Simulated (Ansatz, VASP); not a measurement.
**One calculation of P3N, two programs**

Contents of INCAR:

```
SYSTEM = P3N
PREC = Accurate ; ENCUT = 600
EDIFF = 1E-6 ; ISMEAR = 0
SIGMA = 0.1 ; LREAL = .FALSE.
LASPH = .TRUE. ; NELM = 80
ALGO = Normal ; ISIF = 3
LWAVE = .FALSE. ; LCHARG = .FALSE.
GGA = PE ; IBRION = 2
NSW = 100 ; EDIFFG = -0.01
```

KPOINTS

```
Automatic mesh
0
G
  12 12 12
  0 0 0
```

The input POSCAR:

```
P3N
1.0
    3.6867054983      0.0000000000      0.0000000000
    0.0000000000      3.6867054983      0.0000000000
    0.0000000000      0.0000000000      3.6867054983
P N
3 1
Direct
    0.0000000000      0.5000000000      0.5000000000
    0.5000000000      0.0000000000      0.5000000000
    0.5000000000      0.5000000000      0.0000000000
    0.0000000000      0.0000000000      0.0000000000
```

Input for Ansatz:

```yaml
crystal:
  lattice:
    - [3.6867054983, 0.0, 0.0]
    - [0.0, 3.6867054983, 0.0]
    - [0.0, 0.0, 3.6867054983]
  atoms:
    - { symbol: P, position: [0.0, 0.5, 0.5] }
    - { symbol: P, position: [0.5, 0.0, 0.5] }
    - { symbol: P, position: [0.5, 0.5, 0.0] }
    - { symbol: "N", position: [0.0, 0.0, 0.0] }
basis:
  ecutwfc: 420
kpoints:
  mp_grid: { grid: [12, 12, 12] }
hamiltonian:
  xc: pbe
scf:
  occupations: { method: gaussian, width: 0.1 }
output:
  forces: true
  stress: true
  eigenvalues: true
  write_density: true
  write_potential: true
  elf: true
  volumetric_format: npy
relax:
  adjacent_minimum: "off"
  f_tol: 0.01
  max_steps: 80
  cell: { stress_tol: 0.05 }
```

Change from the starting cell: species swapped into the Nd3Sm type (Pm-3m, No. 221).

Alike in both runs: task relaxation of cell and atoms; functional PBE; k mesh 12 × 12 × 12; occupations gaussian, width 0.1 eV; no spin polarisation.

|  | VASP | Ansatz |
| --- | --- | --- |
| version | VASP 6.6.1 | Ansatz 0.2.0 |
| potentials or method | VASP PAW PBE potentials, release 64 (P, N), cutoff 600 eV | scalar-relativistic, plane waves, PAW |
| valence electrons in the cell | 20 | 20 |

```csv
,VASP,Ansatz,Ansatz less VASP
"gap on the k mesh at the Fermi level, each at its own relaxed structure (eV)",none,none,-
relaxed volume (Å³/atom),12.41,12.44,+0.027
relaxed length of the cell vector where the two differ most in proportion (Å),3.675,3.678,+0.0027
```

A gap of «none» marks a metal or a gap that the smearing closes.
